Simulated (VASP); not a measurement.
Runs of VASP 6.6.1 on Pt. The structure is that of space group Fm-3m (No. 225), or close to it. The cells are those of the table. 

```csv
task,cell,gap on the mesh (eV),pressure (GPa)
single point,"a = 2.770 Å, angles 60.0°, 1 atom",none,-4.5
electric field gradients,"a = 2.732 Å, angles 60.0°, 1 atom",none,8.6
single point,"a = 2.807 Å, angles 60.0°, 1 atom",none,-14.6
electric field gradients,"a = 2.788 Å, angles 60.0°, 1 atom",none,(a)
electric field gradients,"a = 2.807 Å, angles 60.0°, 1 atom",none,-14.6
```

Alike in all rows: level LDA; potentials or basis VASP PAW LDA potentials, release 64 (Pt); no spin polarisation; k mesh 16 × 16 × 16; cutoff (eV) 520; smearing fermi-dirac 0.05 eV.

Problem. Fill in the values left out.

Solution. (a) -9.9.

Caveats: spin-orbit coupling is left out, which moves the levels of the heavy elements.

A k mesh can miss the band edges, and the runs leave out spin-orbit coupling on Pt.

A gap of «none» marks levels without a gap at the run's occupations.
